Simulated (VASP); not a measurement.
# SbAs (R-3m) in VASP: relaxation of cell and atoms with LDA

Aim: the relaxation of cell and atoms of SbAs with LDA.

All numbers are computed with VASP 6.6.1; they aren't measurements. Logs are shortened: lines on timing, memory, paths and dates and some standing lists are left out, and cuts for length are marked.

### 1 The cell of the first run

The typed cell holds 2 atoms: a = 4.049 Å, b = 4.049 Å, c = 4.049 Å, α = 60.01°, β = 60.01°, γ = 60.01°.

### 2 Relaxation of cell and atoms, LDA

Input file INCAR:

```
ALGO = Normal ; EDIFF = 1E-6
EDIFFG = -0.001 ; ENCUT = 600
GGA = CA ; IBRION = 2
ISIF = 3 ; ISMEAR = -1
LASPH = True ; LCHARG = False
LREAL = False ; LWAVE = False
NELM = 80 ; NSW = 80
PREC = Accurate ; SIGMA = 0.15
```

Input file KPOINTS:

```
k-points
0
Gamma
  12 12 12
```

Input file POSCAR:

```
SbAs
1.0
    2.0246799418      1.1689495094      3.3055213898
   -2.0246799418      1.1689495094      3.3055213898
    0.0000000000     -2.3378990188      3.3055213898
Sb As
1 1
Direct
    0.5000000000      0.5000000000      0.5000000000
    0.0000000000      0.0000000000      0.0000000000
```

Potentials or basis: VASP PAW LDA potentials, release 64 (Sb, As).

Launch:

```bash
$ cat potpaw_LDA.64/Sb/POTCAR potpaw_LDA.64/As/POTCAR > POTCAR
$ mpirun -np 1 vasp_std > vasp.out
```

OUTCAR:

```text
EDIFF = 1E-6
   EDIFFG = -0.001
   ENCUT = 600
   GGA = CA
   IBRION = 2
   ISIF = 3
   ISMEAR = -1
   LASPH = True
   LREAL = False
   NELM = 80
   NSW = 80
   PREC = Accurate

 ion  position               nearest neighbor table
   1  0.500  0.500  0.500-   2 2.86   2 2.86   2 2.86   2 2.86   2 2.86   2 2.86
   2  0.000  0.000  0.000-   1 2.86   1 2.86   1 2.86   1 2.86   1 2.86   1 2.86

  LATTYP: Found a trigonal (rhomboedric) cell.
 ALAT       =     4.0487335650
 COS(alpha) =     0.4998452931

  Lattice vectors:

 A1 = (   2.0246799418,   1.1689495094,   3.3055213898)
 A2 = (  -2.0246799418,   1.1689495094,   3.3055213898)
 A3 = (   0.0000000000,  -2.3378990188,   3.3055213898)

Analysis of symmetry for initial positions (statically):
=====================================================================
 Subroutine PRICEL returns:
 Original cell was already a primitive cell.

 Routine SETGRP: Setting up the symmetry group for a
 trigonal (rhombohedral) supercell.

 Subroutine GETGRP returns: Found 12 space group operations
 (whereof 12 operations were pure point group operations)
 out of a pool of 12 trial point group operations.

The static configuration has the point symmetry D_3d.

Analysis of symmetry for dynamics (positions and initial velocities):
=====================================================================
 Subroutine PRICEL returns:
 Original cell was already a primitive cell.

 Routine SETGRP: Setting up the symmetry group for a
 trigonal (rhombohedral) supercell.

 Subroutine GETGRP returns: Found 12 space group operations
 (whereof 12 operations were pure point group operations)
 out of a pool of 12 trial point group operations.

The dynamic configuration has the point symmetry D_3d.

 Subroutine INISYM returns: Found 12 space group operations
 (whereof 12 operations are pure point group operations),
 and found     1 'primitive' translations

----------------------------------------------------------------------------------------

                                     Primitive cell

  volume of cell :      46.9400

  direct lattice vectors                    reciprocal lattice vectors
     2.024679942  1.168949509  3.305521390     0.246952612  0.142578157  0.100841378
    -2.024679942  1.168949509  3.305521390    -0.246952612  0.142578157  0.100841378
     0.000000000 -2.337899019  3.305521390     0.000000000 -0.285156314  0.100841378

  length of vectors
     4.048733565  4.048733565  4.048733565     0.302461745  0.302461745  0.302461745

  position of ions in fractional coordinates (direct lattice)
     0.500000000  0.500000000  0.500000000
     0.000000000  0.000000000  0.000000000

  ion indices of the primitive-cell ions
   primitive index   ion index
                 1           1
                 2           2

----------------------------------------------------------------------------------------

 KPOINTS: k-points

Automatic generation of k-mesh.
 Grid dimensions read from file:
 generate k-points for:   12   12   12

 Generating k-lattice:

  Cartesian coordinates                     Fractional coordinates (reciprocal lattice)
     0.020579384  0.011881513  0.008403448     0.083333333  0.000000000 -0.000000000
    -0.020579384  0.011881513  0.008403448     0.000000000  0.083333333 -0.000000000
     0.000000000 -0.023763026  0.008403448    -0.000000000 -0.000000000  0.083333333

  Length of vectors
     0.025205145  0.025205145  0.025205145

  Shift w.r.t. Gamma in fractional coordinates (k-lattice)
     0.000000000  0.000000000  0.000000000

 Subroutine IBZKPT returns following result:
 ===========================================

 Found    189 irreducible k-points:

 Following reciprocal coordinates:
            Coordinates               Weight
  0.000000  0.000000  0.000000      1.000000
  0.083333  0.000000  0.000000      6.000000
  0.166667 -0.000000  0.000000      6.000000
  0.250000 -0.000000 -0.000000      6.000000
  0.333333  0.000000  0.000000      6.000000
  0.416667 -0.000000  0.000000      6.000000
[... 16 lines left out ...]
  0.500000  0.166667  0.000000     12.000000
 -0.416667  0.166667 -0.000000     12.000000
 [... further k-points ...]
   k-points           NKPTS =    189   k-points in BZ     NKDIM =    189   number of bands    NBANDS=      9
   number of dos      NEDOS =    301   number of ions     NIONS =      2
   total plane-waves  NPLWV =  32768
   dimension x,y,z NGX =    32 NGY =   32 NGZ =   32
   dimension x,y,z NGXF=    64 NGYF=   64 NGZF=   64
   ions per type =               1   1
   NGX,Y,Z   is equivalent  to a cutoff of  13.14, 13.14, 13.14 a.u.
   NGXF,Y,Z  is equivalent  to a cutoff of  26.28, 26.28, 26.28 a.u.
 SYSTEM =  unknown system
   PREC   = accura    normal or accurate (medium, high low for compatibility)
   ISTART =      0    job   : 0-new  1-cont  2-samecut
   ICHARG =      2    charge: 1-file 2-atom 10-const
   ISPIN  =      1    spin polarized calculation?
   LNONCOLLINEAR =      F non collinear calculations
   LSORBIT =      F    spin-orbit coupling
   LASPH  =      T    aspherical Exc in radial PAW
   ENCUT  =  600.0 eV  44.10 Ry    6.64 a.u.   8.09  8.09  8.09*2*pi/ulx,y,z
   NELM   =     80;   NELMIN=  2; NELMDL= -5     # of ELM steps
   EDIFF  = 0.1E-05   stopping-criterion for ELM
   LREAL  =      F    real-space projection
   EDIFFG = -.1E-02   stopping-criterion for IOM
   NSW    =     80    number of steps for IOM
   IBRION =      2    ionic relax: 0-MD 1-quasi-New 2-CG
   NFREE  =      1    steps in history (QN), initial steepest desc. (CG)
   ISIF   =      3    stress and relaxation
   ISYM   =      2    0-nonsym 1-usesym 2-fastsym
   POTIM  = 0.5000    time-step for ionic-motion
   TEBEG  =    0.0;   TEEND  =   0.0 temperature during run
   PSTRESS=    0.0 pullay stress
   NELECT =      10.0000    total number of electrons
   NUPDOWN=      -1.0000    fix difference up-down
   EMIN   =  10.00;   EMAX   =-10.00  energy-range for DOS
   EFERMI =   0.00;   METHOD = LEGACY
   ISMEAR =    -1;   SIGMA  =   0.15  broadening in eV -4-tet -1-fermi 0-gaus
   EFERMI_NEDOS =   21; number of points for ismear=-14 and -15
   IALGO  =     38    algorithm
   IMIX   =      4    mixing-type and parameters
     AMIX     =   0.40;   BMIX     =  1.00
     AMIX_MAG =   1.60;   BMIX_MAG =  1.00
  volume/ion in A,a.u.               =      23.47       158.38
  Fermi-wavevector in a.u.,A,eV,Ry     =   0.977748  1.847676 13.007056  0.955992
  Thomas-Fermi vector in A             =   2.108470
   LORBIT       =      0    0 simple, 1 ext, 2 COOP (PROOUT), +10 PAW based schemes
   GGA     = CA    functional components
   LHFCALC =     F    Hartree Fock is set to
   AEXX    =    0.0000 exact exchange contribution
   IVDW    =     0    specifies the selected vdW correction
   LEPSILON=     F    determine dielectric tensor
   LRPA    =     F    only Hartree local field effects (RPA)
 conjugate gradient relaxation of ions
 non-spin polarized calculation
  energy-cutoff  :      600.00
  volume of cell :       46.94
 maximum number of plane-waves:      1592
   NGX = 17   NGY = 17   NGZ = 17

--------------------------------------- Ionic step        1  -------------------------------------------

 number of electron      10.0000001 magnetization

 Free energy of the ion-electron system (eV)
  ---------------------------------------------------
  ext. energy  EPLUGINS =         0.00000000
  ---------------------------------------------------
  free energy    TOTEN  =       -10.18771824 eV

  energy without entropy =      -10.12412433  energy(sigma->0) =      -10.15592129

------------------------ aborting loop because EDIFF is reached ----------------------------------------

  FORCE on cell =-STRESS in cart. coord.  units (eV):
  Direction    XX          YY          ZZ          XY          YZ          ZX
  --------------------------------------------------------------------------------------
  -------------------------------------------------------------------------------------
  Total        0.0903993      0.0903993      0.0924357     -0.0000000      0.0000000      0.0000000
  in kB        3.0855479      3.0855479      3.1550548     -0.0000000      0.0000000      0.0000000
  external PRESSURE =       3.1087169 kB  Pullay stress =       0.0000000 kB

 VOLUME and BASIS-vectors are now :
 -----------------------------------------------------------------------------
  energy-cutoff  :      600.00
  volume of cell :       46.94
      direct lattice vectors                 reciprocal lattice vectors
     2.024679942  1.168949509  3.305521390     0.246952612  0.142578157  0.100841378
    -2.024679942  1.168949509  3.305521390    -0.246952612  0.142578157  0.100841378
     0.000000000 -2.337899019  3.305521390     0.000000000 -0.285156314  0.100841378
[... 37 lines left out ...]
 POSITION                                       TOTAL-FORCE (eV/Angst)
 -----------------------------------------------------------------------------------
      0.00000      0.00000      4.96934         0.000000     -0.000000      0.000000
      0.00000     -2.34300      3.31289        -0.000000      0.000000     -0.000000
 -----------------------------------------------------------------------------------
    total drift:                               -0.000000     -0.000000     -0.000000

  FREE ENERGIE OF THE ION-ELECTRON SYSTEM (eV)
  ---------------------------------------------------
  free  energy   TOTEN  =       -10.1878106679 eV

  energy  without entropy=      -10.1239011239  energy(sigma->0) =      -10.15585590

--------------------------------------- Ionic step        3  -------------------------------------------

 number of electron      10.0000000 magnetization

 Free energy of the ion-electron system (eV)
  ---------------------------------------------------
  ext. energy  EPLUGINS =         0.00000000
  ---------------------------------------------------
  free energy    TOTEN  =       -10.18789475 eV

  energy without entropy =      -10.12411523  energy(sigma->0) =      -10.15600499

 E-fermi :   7.2556     XC(G=0): -10.3502

 val. band max:        7.2241699547   @ k =  -0.2500   0.0833  -0.0000
 cond. band min:       7.2715511387   @ k =  -0.2500   0.5000   0.2500
 fundamental gap:      0.0473811841
 Fermi energy:         7.2555689150

 k-point     1 :       0.0000    0.0000    0.0000
  band No.  band energies     occupation
      1      -6.7751      2.00000
      2       2.5149      2.00000
      3       5.3679      1.99999
      4       5.3679      1.99999
      5       5.3705      1.99999
      6      11.0614      0.00000
      7      11.0623      0.00000
      8      11.0623      0.00000
      9      12.5159      0.00000

 k-point     2 :       0.0833    0.0000    0.0000
  band No.  band energies     occupation
      1      -6.6887      2.00000
      2       2.0419      2.00000
      3       5.3807      1.99999
      4       5.3829      1.99999
      5       5.6669      1.99995
      6      10.6278      0.00000
      7      10.6284      0.00000
      8      10.7323      0.00000
      9      12.4425      0.00000
[... 253 lines left out ...]
 k-point    24 :      -0.4167    0.1667   -0.0000
  band No.  band energies     occupation
      1      -4.0965      2.00000
      2      -2.7756      2.00000
      3       3.3987      2.00000
      4       5.1061      2.00000
      5       5.7341      1.99992
      6       8.3712      0.00118
      7       9.0023      0.00002
      8      11.0398      0.00000
      9      14.7612      0.00000

 [... further k-points ...]
[... 5 lines left out ...]
  --------------------------------------------------------------------------------------
  -------------------------------------------------------------------------------------
  Total       -0.0007836     -0.0007836      0.0010154      0.0000000      0.0000000      0.0000000
  in kB       -0.0266417     -0.0266417      0.0345224      0.0000000      0.0000000      0.0000000
  external PRESSURE =      -0.0062537 kB  Pullay stress =       0.0000000 kB

 VOLUME and BASIS-vectors are now :
 -----------------------------------------------------------------------------
  energy-cutoff  :      600.00
  volume of cell :       47.12
      direct lattice vectors                 reciprocal lattice vectors
     2.027295204  1.170459432  3.309887287     0.246634037  0.142394228  0.100708364
    -2.027295204  1.170459432  3.309887287    -0.246634037  0.142394228  0.100708364
     0.000000000 -2.340918864  3.309887287     0.000000000 -0.284788455  0.100708364

 POSITION                                       TOTAL-FORCE (eV/Angst)
 -----------------------------------------------------------------------------------
      0.00000      0.00000      4.96483        -0.000000     -0.000000      0.000000
      0.00000      0.00000      0.00000         0.000000      0.000000      0.000000
 -----------------------------------------------------------------------------------
    total drift:                               -0.000000     -0.000000     -0.000000

  FREE ENERGIE OF THE ION-ELECTRON SYSTEM (eV)
  ---------------------------------------------------
  free  energy   TOTEN  =       -10.1878947463 eV

  energy  without entropy=      -10.1241152324  energy(sigma->0) =      -10.15600499

 reached required accuracy - stopping structural energy minimisation
```

Run time: 48 s. Hardware: 1 thread of Intel Xeon 6975P-C (Granite Rapids), shared host; peak memory 0.26 GiB.

Results:

| Quantity | Value |
| --- | --- |
| Free energy | -10.1879 eV |
| Relaxed volume | 23.56 Å³/atom |
| Relaxed cell | a = 4.054 Å, b = 4.054 Å, c = 4.054 Å, α = 60.01°, β = 60.01°, γ = 60.01° |
| Space group after relaxing (to 0.1 Å) | Fm-3m (No. 225) |
| Energy gained by relaxing | 0.1 meV/atom |
| Ionic steps | 3 |
| Pressure after relaxing | 0.0 GPa |
| Band gap on the k mesh | zero (bands 5 and 6 overlap by 0.56 eV) |

Step by step:
| step | energy change (eV) | largest force (eV/Å) | pressure (GPa) | volume (Å³) |
| --- | --- | --- | --- | --- |
| 1 | 0.0000 | 0.0000 | 0.31 | 46.94 |
| 2 | -0.0001 | 0.0000 | -0.21 | 47.25 |
| 3 | -0.0002 | 0.0000 | 0.00 | 47.12 |

Final structure:
```
Sb As
1.0
     2.02730    1.17046    3.30989
    -2.02730    1.17046    3.30989
     0.00000   -2.34092    3.30989
Sb As
1 1
Direct
  0.50000 0.50000 0.50000
  0.00000 0.00000 0.00000
```

Caveat: spin-orbit coupling is left out, which moves the levels of the heavy elements.
